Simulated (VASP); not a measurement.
A run of VASP 6.6.1 is set up as follows.

Contents of INCAR:

```
PREC = Accurate ; ENCUT = 520
EDIFF = 1E-7 ; ISMEAR = -1
SIGMA = 0.05 ; LREAL = False
LASPH = True ; NELM = 100
ALGO = Normal ; ISIF = 2
LWAVE = False ; LCHARG = False
NBANDS = 7
```

KPOINTS

```
regular mesh
0
Gamma
  11 11 11
```

The input POSCAR:

```
Mg
1.0
   -1.7985118965      1.7985118965      1.6451208489
    1.7985118965     -1.7985118965      1.6451208489
    1.7985118965      1.7985118965     -1.6451208489
Mg
1
Direct
    0.0000000000      0.0000000000      0.0000000000
```

Potentials or basis: VASP PAW LDA potentials, release 64 (Mg).

Run with:

```sh
$ cat potpaw_LDA.64/Mg/POTCAR > POTCAR
$ mpirun -np 1 vasp_std > vasp.out
```

Question: Estimate the pressure.

Answer: 0.4 GPa.

Question: Estimate the band gap on the k mesh.

Answer: Zero (bands 1 and 2 overlap by 4.43 eV).

Stress tensor (GPa, compression positive):
```
0.20 0.00 0.00
0.00 0.20 0.00
0.00 0.00 0.69
```
